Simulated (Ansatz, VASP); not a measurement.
# One calculation of CoW3, two programs

INCAR

```
SYSTEM = CoW3
ALGO = Normal
EDIFF = 1E-7
ENCUT = 520
GGA = PE
ISIF = 2
ISMEAR = -1
ISPIN = 2
LASPH = .True.
LCHARG = .False.
LMAXMIX = 4
LORBIT = 11
LREAL = .False.
LWAVE = .False.
MAGMOM = 2.5 0 0 0
NBANDS = 38
NELM = 150
PREC = Accurate
SIGMA = 0.1
```

Contents of KPOINTS:

```
k-points
0
Gamma
  6 6 6
  0 0 0
```

POSCAR

```
CoW3
1.0
    3.9587694097      0.0000000000      0.0000000000
    0.0000000000      3.9587694097      0.0000000000
    0.0000000000      0.0000000000      3.9587694097
Co W
1 3
Direct
    0.0000000000      0.0000000000      0.0000000000
    0.0000000000      0.5000000000      0.5000000000
    0.5000000000      0.0000000000      0.5000000000
    0.5000000000      0.5000000000      0.0000000000
```

Input for Ansatz:

```yaml
crystal:
  lattice:
    - [3.958769409676173, 0.0, 0.0]
    - [0.0, 3.958769409676173, 0.0]
    - [0.0, 0.0, 3.958769409676173]
  atoms:
    - { symbol: Co, position: [0.0, 0.0, 0.0], spin: 2.5 }
    - { symbol: W, position: [0.0, 0.5, 0.5] }
    - { symbol: W, position: [0.5, 0.0, 0.5] }
    - { symbol: W, position: [0.5, 0.5, 0.0] }
basis:
  ecutwfc: 500.0
kpoints:
  mp_grid:
    grid: [6, 6, 6]
hamiltonian:
  xc: pbe
  pseudopotentials:
    kind: paw
magnetization:
  spin_polarized: true
scf:
  occupations:
    method: fermi_dirac
    width: 0.1
output:
  stress: true
```

Alike in both runs: task single point; functional PBE; k mesh 6 × 6 × 6; occupations fermi-dirac, width 0.1 eV; collinear spin.

```csv
,VASP,Ansatz
version,VASP 6.6.1,Ansatz 0.2.0
potentials or method,"VASP PAW PBE potentials, release 64 (Co, W_sv), cutoff 520 eV","plane waves, PAW"
valence electrons in the cell,51,59
```

```tsv
	VASP	Ansatz	Ansatz less VASP
pressure (GPa)	-10.8	-11.2	-0.36
net moment per atom (μB)	0.10	0.10	+0.002
size of the moment on the site where the two differ most (μB)	0.38	0.40	+0.017
```

Site moments also hang on the region over which each program counts them. VASP's potentials hold 51 valence electrons a cell and Ansatz's 59, so a difference there can come from the potentials and not from the codes.

Spin-orbit coupling is off throughout.
